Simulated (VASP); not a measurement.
Li, 1 atom in the cell. It takes space group P6/mmm (No. 191, hexagonal). Conventional cell: a = 2.377 Å, b = 2.377 Å, c = 2.156 Å, α = 90.00°, β = 90.00°, γ = 120.00°. Li (site symmetry 6/mmm) has 8 Li at 2.16 to 2.38 Å within 2.9 Å. This isn't the form of Li at room conditions, which is bcc.

- Program: VASP 6.6.1
- Task: single point
- Functional: PBE
- Potentials or basis: VASP PAW PBE potentials, release 64 (Li_sv)
- Cutoff: 520 eV
- k mesh: 16 × 16 × 15
- Occupations: fermi-dirac, width 0.1 eV
- Spin: no spin polarisation
- Dipole correction: no
- Further INCAR settings: ALGO = Normal; EDIFF = 1e-06; NBANDS = 8

Potentials or basis: VASP PAW PBE potentials, release 64 (Li_sv).

Command:

```console
$ cat potpaw_PBE.64/Li_sv/POTCAR > POTCAR
$ mpirun -np 1 vasp_std > vasp.out
```

Hardware: 1 thread of Intel Xeon 8259CL (shared host).

Task: How long does it take, and how much memory?

Result: Wall time 22 s on 1 thread of Intel Xeon 8259CL, with other jobs on the host, peak memory 0.12 GiB. Counts: scf iterations 11, k points 240.
